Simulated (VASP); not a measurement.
# InP (zincblende type) (F-43m) in VASP: notebook

The runs below take InP (zincblende type) through single point, with PBE.

Everything below comes from runs of VASP 6.6.1. Logs are shortened: lines on timing, memory, paths and dates and some standing lists are left out, and cuts for length are marked.

## Step 1: The cell of the first run

It takes space group F-43m (No. 216, cubic). Conventional cell: a = 4.883 Å, b = 4.883 Å, c = 4.883 Å, α = 90.00°, β = 90.00°, γ = 90.00°. In (site symmetry -43m) has 4 P at 2.11 Å within 2.8 Å. P (site symmetry -43m) has 4 In at 2.11 Å within 2.8 Å.

## Step 2: Single point, PBE (14.55 Å³/atom)

Contents of INCAR:

```
ALGO     = Normal         # electronic algorithm
EDIFF    = 1E-6           # SCF threshold, eV
ENCUT    = 520            # plane-wave cutoff, eV
GGA      = PE             # functional
ISIF     = 2              # what is computed and relaxed
ISMEAR   = -1             # smearing method
LASPH    = True           # aspherical terms in the spheres
LCHARG   = False          # write CHGCAR
LREAL    = False          # projectors in reciprocal space
LWAVE    = False          # write WAVECAR
NBANDS   = 16             # bands
NELM     = 60             # most SCF steps
PREC     = Accurate       # precision mode
SIGMA    = 0.1            # smearing width, eV
```

Contents of KPOINTS:

```
k-points
0
Gamma
  11 11 11
```

Contents of POSCAR:

```
InP
1.0
    0.0000000000      2.4415226263      2.4415226263
    2.4415226263      0.0000000000      2.4415226263
    2.4415226263      2.4415226263      0.0000000000
In P
1 1
Direct
    0.0000000000      0.0000000000      0.0000000000
    0.2500000000      0.2500000000      0.2500000000
```

Potentials or basis: VASP PAW PBE potentials, release 64 (In_d, P).

Started as:

```bash
$ cat potpaw_PBE.64/In_d/POTCAR potpaw_PBE.64/P/POTCAR > POTCAR
$ mpirun -np 1 vasp_std > vasp.out
```

OUTCAR:

```text
EDIFF = 1E-6
   ENCUT = 520
   GGA = PE
   ISIF = 2
   ISMEAR = -1
   LASPH = True
   LREAL = False
   NELM = 60
   PREC = Accurate

 ion  position               nearest neighbor table
   1  0.000  0.000  0.000-   2 2.11   2 2.11   2 2.11   2 2.11
   2  0.250  0.250  0.250-   1 2.11   1 2.11   1 2.11   1 2.11

  LATTYP: Found a face centered cubic cell.
 ALAT       =     4.8830452526

  Lattice vectors:

 A1 = (   0.0000000000,   2.4415226263,   2.4415226263)
 A2 = (   2.4415226263,   0.0000000000,   2.4415226263)
 A3 = (   2.4415226263,   2.4415226263,   0.0000000000)

Analysis of symmetry for initial positions (statically):
=====================================================================
 Subroutine PRICEL returns:
 Original cell was already a primitive cell.

 Routine SETGRP: Setting up the symmetry group for a
 face centered cubic supercell.

 Subroutine GETGRP returns: Found 24 space group operations
 (whereof 24 operations were pure point group operations)
 out of a pool of 48 trial point group operations.

The static configuration has the point symmetry T_d .

Analysis of symmetry for dynamics (positions and initial velocities):
=====================================================================
 Subroutine PRICEL returns:
 Original cell was already a primitive cell.

 Routine SETGRP: Setting up the symmetry group for a
 face centered cubic supercell.

 Subroutine GETGRP returns: Found 24 space group operations
 (whereof 24 operations were pure point group operations)
 out of a pool of 48 trial point group operations.

The dynamic configuration has the point symmetry T_d .

 Subroutine INISYM returns: Found 24 space group operations
 (whereof 24 operations are pure point group operations),
 and found     1 'primitive' translations

----------------------------------------------------------------------------------------

                                     Primitive cell

  volume of cell :      29.1080

  direct lattice vectors                    reciprocal lattice vectors
     0.000000000  2.441522626  2.441522626    -0.204790238  0.204790238  0.204790238
     2.441522626  0.000000000  2.441522626     0.204790238 -0.204790238  0.204790238
     2.441522626  2.441522626  0.000000000     0.204790238  0.204790238 -0.204790238

  length of vectors
     3.452834411  3.452834411  3.452834411     0.354707097  0.354707097  0.354707097

  position of ions in fractional coordinates (direct lattice)
     0.000000000  0.000000000  0.000000000
     0.250000000  0.250000000  0.250000000

  ion indices of the primitive-cell ions
   primitive index   ion index
                 1           1
                 2           2

----------------------------------------------------------------------------------------

 KPOINTS: k-points

Automatic generation of k-mesh.
 Grid dimensions read from file:
 generate k-points for:   11   11   11

 Generating k-lattice:

  Cartesian coordinates                     Fractional coordinates (reciprocal lattice)
    -0.018617294  0.018617294  0.018617294     0.090909091  0.000000000  0.000000000
     0.018617294 -0.018617294  0.018617294     0.000000000  0.090909091  0.000000000
     0.018617294  0.018617294 -0.018617294     0.000000000  0.000000000  0.090909091

  Length of vectors
     0.032246100  0.032246100  0.032246100

  Shift w.r.t. Gamma in fractional coordinates (k-lattice)
     0.000000000  0.000000000  0.000000000

 Subroutine IBZKPT returns following result:
 ===========================================

 Found     56 irreducible k-points:

 Following reciprocal coordinates:
            Coordinates               Weight
  0.000000  0.000000  0.000000      1.000000
  0.090909  0.000000  0.000000      8.000000
  0.181818  0.000000  0.000000      8.000000
  0.272727  0.000000  0.000000      8.000000
  0.363636  0.000000  0.000000      8.000000
  0.454545  0.000000  0.000000      8.000000
[... 16 lines left out ...]
 -0.272727  0.181818  0.000000     24.000000
 -0.181818  0.181818  0.000000     12.000000
 [... further k-points ...]
   k-points           NKPTS =     56   k-points in BZ     NKDIM =     56   number of bands    NBANDS=     16
   number of dos      NEDOS =    301   number of ions     NIONS =      2
   total plane-waves  NPLWV =  21952
   dimension x,y,z NGX =    28 NGY =   28 NGZ =   28
   dimension x,y,z NGXF=    56 NGYF=   56 NGZF=   56
   ions per type =               1   1
   NGX,Y,Z   is equivalent  to a cutoff of  13.48, 13.48, 13.48 a.u.
   NGXF,Y,Z  is equivalent  to a cutoff of  26.96, 26.96, 26.96 a.u.
 SYSTEM =  unknown system
   PREC   = accura    normal or accurate (medium, high low for compatibility)
   ISTART =      0    job   : 0-new  1-cont  2-samecut
   ICHARG =      2    charge: 1-file 2-atom 10-const
   ISPIN  =      1    spin polarized calculation?
   LNONCOLLINEAR =      F non collinear calculations
   LSORBIT =      F    spin-orbit coupling
   LASPH  =      T    aspherical Exc in radial PAW
   ENCUT  =  520.0 eV  38.22 Ry    6.18 a.u.   6.42  6.42  6.42*2*pi/ulx,y,z
   NELM   =     60;   NELMIN=  2; NELMDL= -5     # of ELM steps
   EDIFF  = 0.1E-05   stopping-criterion for ELM
   LREAL  =      F    real-space projection
   EDIFFG = 0.1E-04   stopping-criterion for IOM
   NSW    =      0    number of steps for IOM
   IBRION =     -1    ionic relax: 0-MD 1-quasi-New 2-CG
   NFREE  =      0    steps in history (QN), initial steepest desc. (CG)
   ISIF   =      2    stress and relaxation
   ISYM   =      2    0-nonsym 1-usesym 2-fastsym
   POTIM  = 0.5000    time-step for ionic-motion
   TEBEG  =    0.0;   TEEND  =   0.0 temperature during run
   PSTRESS=    0.0 pullay stress
   NELECT =      18.0000    total number of electrons
   NUPDOWN=      -1.0000    fix difference up-down
   EMIN   =  10.00;   EMAX   =-10.00  energy-range for DOS
   EFERMI =   0.00;   METHOD = LEGACY
   ISMEAR =    -1;   SIGMA  =   0.10  broadening in eV -4-tet -1-fermi 0-gaus
   EFERMI_NEDOS =   21; number of points for ismear=-14 and -15
   IALGO  =     38    algorithm
   IMIX   =      4    mixing-type and parameters
     AMIX     =   0.40;   BMIX     =  1.00
     AMIX_MAG =   1.60;   BMIX_MAG =  1.00
  volume/ion in A,a.u.               =      14.55        98.22
  Fermi-wavevector in a.u.,A,eV,Ry     =   1.394745  2.635686 26.467611  1.945315
  Thomas-Fermi vector in A             =   2.518265
   LORBIT       =      0    0 simple, 1 ext, 2 COOP (PROOUT), +10 PAW based schemes
   GGA     = PE    functional components
   LHFCALC =     F    Hartree Fock is set to
   AEXX    =    0.0000 exact exchange contribution
   IVDW    =     0    specifies the selected vdW correction
   LEPSILON=     F    determine dielectric tensor
   LRPA    =     F    only Hartree local field effects (RPA)
 non-spin polarized calculation
  energy-cutoff  :      520.00
  volume of cell :       29.11
 maximum number of plane-waves:       801
 NGX is ok and might be reduce to    28
   NGX = 13   NGY = 13   NGZ = 13

 number of electron      18.0000001 magnetization

 Free energy of the ion-electron system (eV)
  ---------------------------------------------------
  ext. energy  EPLUGINS =         0.00000000
  ---------------------------------------------------
  free energy    TOTEN  =        -2.59669678 eV

  energy without entropy =       -2.59545712  energy(sigma->0) =       -2.59607695

 E-fermi :  13.7873     XC(G=0): -11.9602

 val. band max:       13.6563439568   @ k =   0.0000   0.0000   0.0000
 cond. band min:      13.9904889106   @ k =   0.4545   0.4545   0.0000
 fundamental gap:      0.3341449538
 Fermi energy:        13.7872899127

 k-point     1 :       0.0000    0.0000    0.0000
  band No.  band energies     occupation
      1      -3.5211      2.00000
      2      -3.5211      2.00000
      3      -3.5211      2.00000
      4      -3.3914      2.00000
      5      -2.8401      2.00000
      6      -2.8401      2.00000
[... 8 lines left out ...]
     15      23.5873      0.00000
     16      24.7383      0.00000

 k-point     2 :       0.0909    0.0000    0.0000
  band No.  band energies     occupation
      1      -3.7036      2.00000
      2      -3.5012      2.00000
      3      -3.5012      2.00000
      4      -3.0603      2.00000
      5      -2.8417      2.00000
      6      -2.8417      2.00000
[... 8 lines left out ...]
     15      22.8162      0.00000
     16      24.6061      0.00000

 k-point     3 :       0.1818    0.0000    0.0000
  band No.  band energies     occupation
      1      -3.8667      2.00000
      2      -3.4517      2.00000
      3      -3.4517      2.00000
      4      -2.8406      2.00000
      5      -2.8406      2.00000
      6      -2.4477      2.00000
[... 8 lines left out ...]
     15      22.1183      0.00000
     16      24.1438      0.00000

 k-point     4 :       0.2727    0.0000    0.0000
  band No.  band energies     occupation
      1      -3.9945      2.00000
      2      -3.3982      2.00000
      3      -3.3982      2.00000
      4      -2.8245      2.00000
      5      -2.8245      2.00000
      6      -1.5642      2.00000
[... 8 lines left out ...]
     15      22.3784      0.00000
     16      24.0936      0.00000

 k-point     5 :       0.3636    0.0000    0.0000
  band No.  band energies     occupation
      1      -4.0888      2.00000
      2      -3.3636      2.00000
      3      -3.3636      2.00000
      4      -2.7921      2.00000
      5      -2.7921      2.00000
      6      -0.4275      2.00000
[... 8 lines left out ...]
     15      23.4991      0.00000
     16      24.8731      0.00000

 k-point     6 :       0.4545    0.0000    0.0000
  band No.  band energies     occupation
      1      -4.1399      2.00000
      2      -3.3503      2.00000
      3      -3.3503      2.00000
      4      -2.7642      2.00000
      5      -2.7642      2.00000
      6       0.7634      2.00000
[... 8 lines left out ...]
     15      24.7139      0.00000
     16      26.0803      0.00000
[... 267 lines left out ...]
 k-point    21 :      -0.4545    0.1818    0.0000
  band No.  band energies     occupation
      1      -4.1205      2.00000
      2      -3.3182      2.00000
      3      -3.2365      2.00000
      4      -2.8861      2.00000
      5      -2.7596      2.00000
      6       1.4578      2.00000
[... 8 lines left out ...]
     15      24.5687      0.00000
     16      26.9260      0.00000

 k-point    22 :      -0.3636    0.1818    0.0000
  band No.  band energies     occupation
      1      -4.1008      2.00000
      2      -3.3278      2.00000
      3      -3.2540      2.00000
      4      -2.8436      2.00000
      5      -2.8156      2.00000
      6       0.8976      2.00000
[... 8 lines left out ...]
     15      24.3650      0.00000
     16      26.7356      0.00000

 k-point    23 :      -0.2727    0.1818    0.0000
  band No.  band energies     occupation
      1      -4.0551      2.00000
      2      -3.3415      2.00000
      3      -3.2964      2.00000
      4      -2.8672      2.00000
      5      -2.8278      2.00000
      6      -0.2673      2.00000
[... 8 lines left out ...]
     15      25.0650      0.00000
     16      27.2184      0.00000

 k-point    24 :      -0.1818    0.1818    0.0000
  band No.  band energies     occupation
      1      -3.9944      2.00000
      2      -3.3673      2.00000
      3      -3.3620      2.00000
      4      -2.8846      2.00000
      5      -2.8264      2.00000
      6      -1.2785      2.00000
[... 8 lines left out ...]
     15      24.7902      0.00000
     16      26.5473      0.00000

 [... further k-points ...]
[... 5 lines left out ...]
  --------------------------------------------------------------------------------------
  -------------------------------------------------------------------------------------
  Total       24.1369612     24.1369612     24.1369612     -0.0000000     -0.0000000     -0.0000000
  in kB     1328.5592212   1328.5592212   1328.5592212     -0.0000000     -0.0000000     -0.0000000
  external PRESSURE =    1328.5592212 kB  Pullay stress =       0.0000000 kB

 VOLUME and BASIS-vectors are now :
 -----------------------------------------------------------------------------
  energy-cutoff  :      520.00
  volume of cell :       29.11
      direct lattice vectors                 reciprocal lattice vectors
     0.000000000  2.441522626  2.441522626    -0.204790238  0.204790238  0.204790238
     2.441522626  0.000000000  2.441522626     0.204790238 -0.204790238  0.204790238
     2.441522626  2.441522626  0.000000000     0.204790238  0.204790238 -0.204790238

 POSITION                                       TOTAL-FORCE (eV/Angst)
 -----------------------------------------------------------------------------------
      0.00000      0.00000      0.00000         0.000000      0.000000      0.000000
      1.22076      1.22076      1.22076        -0.000000     -0.000000     -0.000000
 -----------------------------------------------------------------------------------
    total drift:                               -0.000001     -0.000001     -0.000001

  FREE ENERGIE OF THE ION-ELECTRON SYSTEM (eV)
  ---------------------------------------------------
  free  energy   TOTEN  =        -2.5966967833 eV

  energy  without entropy=       -2.5954571185  energy(sigma->0) =       -2.59607695
```

It took 17 s on 1 thread of Intel Xeon 6975P-C (Granite Rapids), shared host; peak memory 0.17 GiB.

Results:

| Property | Result |
| --- | --- |
| Free energy | -2.5967 eV |
| Pressure | 132.9 GPa |
| Band gap on the k mesh | 0.33 eV (least direct gap 2.90 eV) |

Levels at points of the mesh, in eV from the valence-band top:
```tsv
k point	band 7	band 8	band 9	band 10	band 11	band 12
(0.00, 0.00, 0.00)	0.00	0.00	0.00	2.90	3.21	3.21
```

Caveat: the cell stands under pressure; spin-orbit coupling is left out, which moves the levels of the heavy elements; an odd mesh through Γ misses points on the zone boundary, where band edges can lie.

(Part 1 of 2 ends here.)
